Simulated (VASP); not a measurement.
Ag:

```
Ag
1.0
    -1.65565    1.65565    1.65565
     1.65565   -1.65565    1.65565
     1.65565    1.65565   -1.65565
Ag
1
Direct
  0.00000 0.00000 0.00000
```

| Item | Value |
| --- | --- |
| Program | VASP 6.6.1 |
| Task | relaxation of cell and atoms |
| Functional | BLYP |
| Dispersion | D3(BJ) |
| Potentials or basis | VASP PAW PBE potentials, release 64 (Ag) |
| Cutoff | 600 eV |
| k mesh | 11 × 11 × 11 |
| Occupations | fermi-dirac, width 0.05 eV |
| Spin | no spin polarisation |

At the start: pressure -5.5 GPa; volume 18.15 Å³/atom.

Where does the relaxation end?

Over 3 steps the energy falls by 19.2 meV/atom and the volume is 17.10 Å³/atom (-5.8 %); space group Im-3m (No. 229, to 0.05 Å).

The path:
```csv
step,energy change (eV),largest force (eV/Å),pressure (GPa),volume (Å³)
1,0.0000,0.0000,-5.47,18.15
2,-0.0134,0.0000,3.67,16.57
3,-0.0192,0.0000,-0.02,17.10
```

Final structure:
```cif
data_structure
_symmetry_space_group_name_H-M 'P 1'
_symmetry_Int_Tables_number 1
_cell_length_a 2.8112
_cell_length_b 2.8112
_cell_length_c 2.8112
_cell_angle_alpha 109.471
_cell_angle_beta 109.471
_cell_angle_gamma 109.471
_cell_volume 17.10
loop_
_atom_site_label
_atom_site_type_symbol
_atom_site_fract_x
_atom_site_fract_y
_atom_site_fract_z
_atom_site_occupancy
Ag1 Ag 0.00000 0.00000 0.00000 1
```

Caveat: the PAW data sets were made with another functional, which shifts forces and pressure a little; pairwise dispersion overbinds metals, which lowers pressure and volume.
